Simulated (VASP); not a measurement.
Wanted: the native input for a VASP 6.6.1 run.

```
Task                   : single point
Functional             : LDA
Potentials or basis    : VASP PAW LDA potentials, release 64 (Hf_pv, C)
Cutoff                 : 520 eV
k mesh                 : 8 × 8 × 5
Occupations            : gaussian, width 0.1 eV
Spin                   : no spin polarisation
Dipole correction      : no
Further INCAR settings : ALGO = Normal; EDIFF = 1e-07; NBANDS = 22
```

The structure of HfC lies in POSCAR:

```
HfC
1.0
    3.2512341191      0.0000000000      0.0000000000
   -1.6256170596      2.8156514600      0.0000000000
    0.0000000000      0.0000000000      5.0601015024
Hf C
2 2
Direct
    0.6666666667      0.3333333333      0.7500000000
    0.3333333333      0.6666666667      0.2500000000
    0.0000000000      0.0000000000      0.0000000000
    0.0000000000      0.0000000000      0.5000000000
```

These files were run (other wordings do the same):

INCAR

```
PREC = Accurate
ENCUT = 520
EDIFF = 1E-7
ISMEAR = 0
SIGMA = 0.1
LREAL = False
LASPH = True
NELM = 60
ALGO = Normal
ISIF = 2
LWAVE = False
LCHARG = False
GGA = CA
NBANDS = 22
```

KPOINTS

```
Automatic mesh
0
Gamma
  8 8 5
```

Potentials or basis: VASP PAW LDA potentials, release 64 (Hf_pv, C).

Run with:

```console
$ cat potpaw_LDA.64/Hf_pv/POTCAR potpaw_LDA.64/C/POTCAR > POTCAR
$ mpirun -np 1 vasp_std > vasp.out
```

It gave:

```yaml
Pressure: 8.8 GPa
Band_gap_on_the_k_mesh: zero (band 14 reaches 7.98 eV, above the bottom of band 15 at 6.75 eV)
```

Caveat: spin-orbit coupling is left out, which moves the levels of the heavy elements.

Wall time 39 s on 1 thread of Intel Xeon 6975P-C, with other jobs on the host, peak memory 0.16 GiB.
